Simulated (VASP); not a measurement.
# AlFe (Pm-3m) in VASP: a series of runs

Runs on AlFe. Level: PBE. Tasks: single point.

Everything below comes from runs of VASP 6.6.1. Logs are shortened: lines on timing, memory, paths and dates and some standing lists are left out, and cuts for length are marked.

## (1) The cell of the first run

It takes space group Pm-3m (No. 221, cubic). The conventional cell has a = 2.910 Å, b = 2.910 Å, c = 2.910 Å, α = 90.00°, β = 90.00°, γ = 90.00°. Within 3.3 Å of Fe (site symmetry m-3m) lie 8 Al at 2.52 Å and 6 Fe at 2.91 Å. Within 3.3 Å of Al (site symmetry m-3m) lie 8 Fe at 2.52 Å and 6 Al at 2.91 Å.

## (2) Single point, PBE, collinear spin, ferromagnetic start

Contents of INCAR:

```
SYSTEM = AlFe
PREC = Accurate
ENCUT = 520
EDIFF = 1E-6
ISMEAR = 0
SIGMA = 0.018000000000000002
LREAL = .FALSE.
LASPH = .TRUE.
NELM = 150
ALGO = Normal
ISIF = 2
LWAVE = .FALSE.
LCHARG = .FALSE.
ISPIN = 2
MAGMOM = 3 0
LORBIT = 11
LMAXMIX = 4
GGA = PE
NBANDS = 16
```

Contents of KPOINTS:

```
Automatic mesh
0
G
  9 9 9
  0 0 0
```

Contents of POSCAR:

```
AlFe
1.0
    2.9100000000      0.0000000000      0.0000000000
    0.0000000000      2.9100000000      0.0000000000
    0.0000000000      0.0000000000      2.9100000000
Fe Al
1 1
Direct
    0.5000000000      0.5000000000      0.5000000000
    0.0000000000      0.0000000000      0.0000000000
```

Potentials or basis: VASP PAW PBE potentials, release 64 (Fe, Al).

Started as:

```sh
> cat potpaw_PBE.64/Fe/POTCAR potpaw_PBE.64/Al/POTCAR > POTCAR
> mpirun -np 1 vasp_std > vasp.out
```

OUTCAR:

```text
SYSTEM = AlFe
   PREC = Accurate
   ENCUT = 520
   EDIFF = 1E-6
   ISMEAR = 0
   LREAL = .FALSE.
   LASPH = .TRUE.
   NELM = 150
   ISIF = 2
   ISPIN = 2
   LORBIT = 11
   GGA = PE

 ion  position               nearest neighbor table
   1  0.500  0.500  0.500-   2 2.52   2 2.52   2 2.52   2 2.52   2 2.52   2 2.52   2 2.52   2 2.52

   2  0.000  0.000  0.000-   1 2.52   1 2.52   1 2.52   1 2.52   1 2.52   1 2.52   1 2.52   1 2.52

  LATTYP: Found a simple cubic cell.
 ALAT       =     2.9100000000

  Lattice vectors:

 A1 = (   2.9100000000,   0.0000000000,   0.0000000000)
 A2 = (   0.0000000000,   2.9100000000,   0.0000000000)
 A3 = (   0.0000000000,   0.0000000000,   2.9100000000)

Analysis of symmetry for initial positions (statically):
=====================================================================
 Subroutine PRICEL returns:
 Original cell was already a primitive cell.

 Routine SETGRP: Setting up the symmetry group for a
 simple cubic supercell.

 Subroutine GETGRP returns: Found 48 space group operations
 (whereof 48 operations were pure point group operations)
 out of a pool of 48 trial point group operations.

The static configuration has the point symmetry O_h .

Analysis of symmetry for dynamics (positions and initial velocities):
=====================================================================
 Subroutine PRICEL returns:
 Original cell was already a primitive cell.

 Routine SETGRP: Setting up the symmetry group for a
 simple cubic supercell.

 Subroutine GETGRP returns: Found 48 space group operations
 (whereof 48 operations were pure point group operations)
 out of a pool of 48 trial point group operations.

The dynamic configuration has the point symmetry O_h .

Analysis of structural, dynamic, and magnetic symmetry:
=====================================================================
 Subroutine PRICEL returns:
 Original cell was already a primitive cell.

 Routine SETGRP: Setting up the symmetry group for a
 simple cubic supercell.

 Subroutine GETGRP returns: Found 48 space group operations
 (whereof 48 operations were pure point group operations)
 out of a pool of 48 trial point group operations.

The overall configuration has the point symmetry O_h .

 Subroutine INISYM returns: Found 48 space group operations
 (whereof 48 operations are pure point group operations),
 and found     1 'primitive' translations

----------------------------------------------------------------------------------------

                                     Primitive cell

  volume of cell :      24.6422

  direct lattice vectors                    reciprocal lattice vectors
     2.910000000  0.000000000  0.000000000     0.343642612  0.000000000  0.000000000
     0.000000000  2.910000000  0.000000000     0.000000000  0.343642612  0.000000000
     0.000000000  0.000000000  2.910000000     0.000000000  0.000000000  0.343642612

  length of vectors
     2.910000000  2.910000000  2.910000000     0.343642612  0.343642612  0.343642612

  position of ions in fractional coordinates (direct lattice)
     0.500000000  0.500000000  0.500000000
     0.000000000  0.000000000  0.000000000

  ion indices of the primitive-cell ions
   primitive index   ion index
                 1           1
                 2           2

----------------------------------------------------------------------------------------

 KPOINTS: Automatic mesh

Automatic generation of k-mesh.
 Grid dimensions read from file:
 generate k-points for:    9    9    9

 Generating k-lattice:

  Cartesian coordinates                     Fractional coordinates (reciprocal lattice)
     0.038182512  0.000000000  0.000000000     0.111111111  0.000000000  0.000000000
     0.000000000  0.038182512  0.000000000     0.000000000  0.111111111  0.000000000
     0.000000000  0.000000000  0.038182512     0.000000000  0.000000000  0.111111111

  Length of vectors
     0.038182512  0.038182512  0.038182512

  Shift w.r.t. Gamma in fractional coordinates (k-lattice)
     0.000000000  0.000000000  0.000000000

 Subroutine IBZKPT returns following result:
 ===========================================

 Found     35 irreducible k-points:

 Following reciprocal coordinates:
            Coordinates               Weight
  0.000000  0.000000  0.000000      1.000000
  0.111111  0.000000  0.000000      6.000000
  0.222222  0.000000  0.000000      6.000000
  0.333333  0.000000  0.000000      6.000000
  0.444444  0.000000  0.000000      6.000000
  0.111111  0.111111  0.000000     12.000000
[... 16 lines left out ...]
  0.333333  0.333333  0.111111     24.000000
  0.444444  0.333333  0.111111     48.000000
 [... further k-points ...]
   k-points           NKPTS =     35   k-points in BZ     NKDIM =     35   number of bands    NBANDS=     16
   number of dos      NEDOS =    301   number of ions     NIONS =      2
   total plane-waves  NPLWV =  13824
   dimension x,y,z NGX =    24 NGY =   24 NGZ =   24
   dimension x,y,z NGXF=    48 NGYF=   48 NGZF=   48
   ions per type =               1   1
   NGX,Y,Z   is equivalent  to a cutoff of  13.71, 13.71, 13.71 a.u.
   NGXF,Y,Z  is equivalent  to a cutoff of  27.42, 27.42, 27.42 a.u.
 SYSTEM =  AlFe
   PREC   = accura    normal or accurate (medium, high low for compatibility)
   ISTART =      0    job   : 0-new  1-cont  2-samecut
   ICHARG =      2    charge: 1-file 2-atom 10-const
   ISPIN  =      2    spin polarized calculation?
   LNONCOLLINEAR =      F non collinear calculations
   LSORBIT =      F    spin-orbit coupling
   LASPH  =      T    aspherical Exc in radial PAW
   ENCUT  =  520.0 eV  38.22 Ry    6.18 a.u.   5.41  5.41  5.41*2*pi/ulx,y,z
   NELM   =    150;   NELMIN=  2; NELMDL= -5     # of ELM steps
   EDIFF  = 0.1E-05   stopping-criterion for ELM
   LREAL  =      F    real-space projection
   EDIFFG = 0.1E-04   stopping-criterion for IOM
   NSW    =      0    number of steps for IOM
   IBRION =     -1    ionic relax: 0-MD 1-quasi-New 2-CG
   NFREE  =      0    steps in history (QN), initial steepest desc. (CG)
   ISIF   =      2    stress and relaxation
   ISYM   =      2    0-nonsym 1-usesym 2-fastsym
   POTIM  = 0.5000    time-step for ionic-motion
   TEBEG  =    0.0;   TEEND  =   0.0 temperature during run
   PSTRESS=    0.0 pullay stress
   NELECT =      11.0000    total number of electrons
   NUPDOWN=      -1.0000    fix difference up-down
   EMIN   =  10.00;   EMAX   =-10.00  energy-range for DOS
   EFERMI =   0.00;   METHOD = LEGACY
   ISMEAR =     0;   SIGMA  =   0.02  broadening in eV -4-tet -1-fermi 0-gaus
   EFERMI_NEDOS =   21; number of points for ismear=-14 and -15
   IALGO  =     38    algorithm
   IMIX   =      4    mixing-type and parameters
     AMIX     =   0.40;   BMIX     =  1.00
     AMIX_MAG =   1.60;   BMIX_MAG =  1.00
  volume/ion in A,a.u.               =      12.32        83.15
  Fermi-wavevector in a.u.,A,eV,Ry     =   1.251160  2.364349 21.298567  1.565401
  Thomas-Fermi vector in A             =   2.385120
   LORBIT       =     11    0 simple, 1 ext, 2 COOP (PROOUT), +10 PAW based schemes
   GGA     = PE    functional components
   LHFCALC =     F    Hartree Fock is set to
   AEXX    =    0.0000 exact exchange contribution
   IVDW    =     0    specifies the selected vdW correction
   LEPSILON=     F    determine dielectric tensor
   LRPA    =     F    only Hartree local field effects (RPA)
 spin polarized calculation
 Gauss-broadening in eV      SIGMA  =   0.02
  energy-cutoff  :      520.00
  volume of cell :       24.64
 maximum number of plane-waves:       691
 NGX is ok and might be reduce to    24
   NGX = 11   NGY = 11   NGZ = 11

 number of electron      10.9999994 magnetization       0.6070129

 Free energy of the ion-electron system (eV)
  ---------------------------------------------------
  ext. energy  EPLUGINS =         0.00000000
  ---------------------------------------------------
  free energy    TOTEN  =       -12.63150412 eV

  energy without entropy =      -12.63093931  energy(sigma->0) =      -12.63122171

 E-fermi :   7.6022     XC(G=0): -11.9720

 val. band max:        7.5938489959   @ k =   0.4444   0.4444   0.1111
 cond. band min:       7.6281143796   @ k =   0.4444   0.4444   0.2222
 fundamental gap:      0.0342653836
 Fermi energy:         7.6021694910

 spin component 1

 k-point     1 :       0.0000    0.0000    0.0000
  band No.  band energies     occupation
      1      -2.5545      1.00000
      2       5.2935      1.00000
      3       5.2935      1.00000
      4       7.2669      1.00000
      5       7.2669      1.00000
      6       7.2669      1.00000
[... 8 lines left out ...]
     15      28.9523      0.00000
     16      30.8858      0.00000
[... 419 lines left out ...]
 k-point    24 :       0.4444    0.3333    0.1111
  band No.  band energies     occupation
      1       2.2951      1.00000
      2       4.0323      1.00000
      3       5.4427      1.00000
      4       6.1670      1.00000
      5       6.8116      1.00000
      6       6.9319      1.00000
[... 8 lines left out ...]
     15      27.7485      0.00000
     16      28.8234      0.00000

 [... further k-points ...]

 spin component 2

 k-point     1 :       0.0000    0.0000    0.0000
  band No.  band energies     occupation
      1      -2.5661      1.00000
      2       5.5782      1.00000
      3       5.5782      1.00000
      4       8.0463      0.00000
      5       8.0463      0.00000
      6       8.0463      0.00000
[... 8 lines left out ...]
     15      28.9815      0.00000
     16      30.8467      0.00000
[... 419 lines left out ...]
 k-point    24 :       0.4444    0.3333    0.1111
  band No.  band energies     occupation
      1       2.3644      1.00000
      2       4.1509      1.00000
      3       5.7609      1.00000
      4       6.5294      1.00000
      5       7.4469      1.00000
      6       7.5154      1.00000
[... 8 lines left out ...]
     15      27.8723      0.00000
     16      28.8030      0.00000

 [... further k-points ...]
[... 5 lines left out ...]
  --------------------------------------------------------------------------------------
  -------------------------------------------------------------------------------------
  Total       -0.9634422     -0.9634422     -0.9634422      0.0000000      0.0000000     -0.0000000
  in kB      -62.6407993    -62.6407993    -62.6407993      0.0000000      0.0000000     -0.0000000
  external PRESSURE =     -62.6407993 kB  Pullay stress =       0.0000000 kB

 VOLUME and BASIS-vectors are now :
 -----------------------------------------------------------------------------
  energy-cutoff  :      520.00
  volume of cell :       24.64
      direct lattice vectors                 reciprocal lattice vectors
     2.910000000  0.000000000  0.000000000     0.343642612  0.000000000  0.000000000
     0.000000000  2.910000000  0.000000000     0.000000000  0.343642612  0.000000000
     0.000000000  0.000000000  2.910000000     0.000000000  0.000000000  0.343642612

 POSITION                                       TOTAL-FORCE (eV/Angst)
 -----------------------------------------------------------------------------------
      1.45500      1.45500      1.45500         0.000000      0.000000      0.000000
      0.00000      0.00000      0.00000         0.000000      0.000000      0.000000
 -----------------------------------------------------------------------------------
    total drift:                                0.000000     -0.000000     -0.000000

  FREE ENERGIE OF THE ION-ELECTRON SYSTEM (eV)
  ---------------------------------------------------
  free  energy   TOTEN  =       -12.6315041192 eV

  energy  without entropy=      -12.6309393057  energy(sigma->0) =      -12.63122171

 total charge

# of ion       s       p       d       tot
------------------------------------------
    1        0.417   0.473   6.453   7.343
    2        0.395   0.420   0.000   0.815
--------------------------------------------------
tot          0.812   0.893   6.453   8.158

 magnetization (x)

# of ion       s       p       d       tot
------------------------------------------
    1       -0.001   0.002   0.656   0.657
    2       -0.007  -0.016   0.000  -0.023
--------------------------------------------------
tot         -0.008  -0.014   0.656   0.634
```

Run time: 11 s. Hardware: 1 thread of Intel Xeon 6975P-C (Granite Rapids), shared host; peak memory 0.16 GiB.

Results:

```
Free energy                                           : -12.6315 eV
Pressure                                              : -6.3 GPa
Net moment                                            : 0.61 μB per cell
Site moments                                          : Fe +0.66; Al -0.02 μB
Valence electrons inside the program's atomic spheres : Fe 7.34; Al 0.81
```

## (3) Single point, PBE, collinear spin, ferromagnetic start

Contents of INCAR:

```
PREC = Accurate ; ENCUT = 520
EDIFF = 1E-7 ; ISMEAR = 0
SIGMA = 0.019000000000000003 ; LREAL = False
LASPH = True ; NELM = 150
ALGO = Fast ; ISIF = 2
LWAVE = False ; LCHARG = True
ISPIN = 2 ; MAGMOM = 3 0
LORBIT = 11 ; LMAXMIX = 4
GGA = PE ; LELF = True
LVHAR = True ; NBANDS = 16
```

Contents of KPOINTS:

```
regular mesh
0
Gamma
  9 9 9
```

POSCAR is that of step 2.

Potentials or basis: VASP PAW PBE potentials, release 64 (Fe, Al).

Started as:

```sh
> cat potpaw_PBE.64/Fe/POTCAR potpaw_PBE.64/Al/POTCAR > POTCAR
> mpirun -np 1 vasp_std > vasp.out
```

OUTCAR:

```text
PREC = Accurate
   ENCUT = 520
   EDIFF = 1E-7
   ISMEAR = 0
   LREAL = False
   LASPH = True
   NELM = 150
   ISIF = 2
   ISPIN = 2
   LORBIT = 11
   GGA = PE

 ion  position               nearest neighbor table
   1  0.500  0.500  0.500-   2 2.52   2 2.52   2 2.52   2 2.52   2 2.52   2 2.52   2 2.52   2 2.52

   2  0.000  0.000  0.000-   1 2.52   1 2.52   1 2.52   1 2.52   1 2.52   1 2.52   1 2.52   1 2.52

  LATTYP: Found a simple cubic cell.
 ALAT       =     2.9100000000

  Lattice vectors:

 A1 = (   2.9100000000,   0.0000000000,   0.0000000000)
 A2 = (   0.0000000000,   2.9100000000,   0.0000000000)
 A3 = (   0.0000000000,   0.0000000000,   2.9100000000)

Analysis of symmetry for initial positions (statically):
=====================================================================
 Subroutine PRICEL returns:
 Original cell was already a primitive cell.

 Routine SETGRP: Setting up the symmetry group for a
 simple cubic supercell.

 Subroutine GETGRP returns: Found 48 space group operations
 (whereof 48 operations were pure point group operations)
 out of a pool of 48 trial point group operations.

[... 649 lines left out ...]
      1      -2.5660      1.00000
      2       5.5784      1.00000
      3       5.5784      1.00000
      4       8.0464      0.00000
      5       8.0464      0.00000
      6       8.0464      0.00000
[... 435 lines left out ...]
      5       7.4469      1.00000
      6       7.5155      1.00000
[... 8 lines left out ...]
     15      27.8724      0.00000
     16      28.8031      0.00000

 [... further k-points ...]
[... 5 lines left out ...]
  --------------------------------------------------------------------------------------
  -------------------------------------------------------------------------------------
  Total       -0.9714361     -0.9714361     -0.9714361      0.0000000     -0.0000000     -0.0000000
  in kB      -63.1605455    -63.1605455    -63.1605455      0.0000000     -0.0000000     -0.0000000
  external PRESSURE =     -63.1605455 kB  Pullay stress =       0.0000000 kB

 VOLUME and BASIS-vectors are now :
 -----------------------------------------------------------------------------
  energy-cutoff  :      520.00
  volume of cell :       24.64
      direct lattice vectors                 reciprocal lattice vectors
     2.910000000  0.000000000  0.000000000     0.343642612  0.000000000  0.000000000
     0.000000000  2.910000000  0.000000000     0.000000000  0.343642612  0.000000000
     0.000000000  0.000000000  2.910000000     0.000000000  0.000000000  0.343642612

 POSITION                                       TOTAL-FORCE (eV/Angst)
 -----------------------------------------------------------------------------------
      1.45500      1.45500      1.45500         0.000000      0.000000      0.000000
      0.00000      0.00000      0.00000         0.000000      0.000000      0.000000
 -----------------------------------------------------------------------------------
    total drift:                                0.000000     -0.000000     -0.000000

  FREE ENERGIE OF THE ION-ELECTRON SYSTEM (eV)
  ---------------------------------------------------
  free  energy   TOTEN  =       -12.6315363731 eV

  energy  without entropy=      -12.6309066241  energy(sigma->0) =      -12.63122150

 total charge

# of ion       s       p       d       tot
------------------------------------------
    1        0.417   0.473   6.453   7.343
    2        0.395   0.420   0.000   0.815
--------------------------------------------------
tot          0.812   0.893   6.453   8.158

 magnetization (x)

# of ion       s       p       d       tot
------------------------------------------
    1       -0.001   0.002   0.656   0.657
    2       -0.007  -0.016   0.000  -0.023
--------------------------------------------------
tot         -0.008  -0.014   0.656   0.634
```

Run time: 12 s. Hardware: 1 thread of Intel Xeon 6975P-C (Granite Rapids), shared host; peak memory 0.15 GiB.

What came out:

* Free energy: -12.6315 eV
* Pressure: -6.3 GPa
* Net moment: 0.61 μB per cell
* Site moments: Fe +0.66; Al -0.02 μB
* Valence electrons inside the program's atomic spheres: Fe 7.34; Al 0.81

Levels at points of the mesh, in eV from the Fermi level:
Spin up:
```tsv
k point	band 4	band 5	band 6	band 7	band 8	band 9
(0.00, 0.00, 0.00)	-0.34	-0.34	-0.34	6.18	6.18	6.18
```
Spin down:
```
           k point  band 2  band 3  band 4  band 5  band 6  band 7  band 8  band 9
(0.00, 0.00, 0.00)   -2.02   -2.02    0.44    0.44    0.44    6.20    6.20    6.20
```

## (4) Single point, PBE, collinear spin, ferromagnetic start

Contents of INCAR:

```
SYSTEM = AlFe
ALGO = Fast
EDIFF = 1E-7
ENCUT = 520
GGA = PE
ISIF = 2
ISMEAR = 0
ISPIN = 2
LASPH = .True.
LCHARG = .False.
LMAXMIX = 4
LORBIT = 11
LREAL = .False.
LWAVE = .False.
MAGMOM = 3 0
NBANDS = 16
NELM = 150
PREC = Accurate
SIGMA = 0.020999999999999998
```

Contents of KPOINTS:

```
k-points
0
Gamma
  9 9 9
  0 0 0
```

POSCAR is that of step 3.

Started as:

```sh
> cat potpaw_PBE.64/Fe/POTCAR potpaw_PBE.64/Al/POTCAR > POTCAR
> mpirun -np 1 vasp_std > vasp.out
```

Wall time 13 s (1 thread of Intel Xeon 6975P-C (Granite Rapids), shared host); peak memory 0.16 GiB.

The run converged. Its results:

```yaml
Free_energy: -12.6316 eV
Pressure: -6.3 GPa
Net_moment: 0.61 μB per cell
Site_moments: Fe +0.66; Al -0.02 μB
Valence_electrons_inside_the_program's_atomic_spheres: Fe 7.34; Al 0.81
```

Levels at points of the mesh, in eV from the Fermi level:
Spin up:
| k point | band 3 | band 4 | band 5 | band 6 | band 7 | band 8 | band 9 | band 10 |
| --- | --- | --- | --- | --- | --- | --- | --- | --- |
| (0.00, 0.00, 0.00) | -2.31 | -0.34 | -0.34 | -0.34 | 6.18 | 6.18 | 6.18 | 9.18 |
Spin down:
```
           k point  band 1  band 2  band 3  band 4  band 5  band 6  band 7  band 8  band 9  band 10
(0.00, 0.00, 0.00)  -10.17   -2.03   -2.03    0.44    0.44    0.44    6.20    6.20    6.20     9.21
```

[end of part 1 of 2]
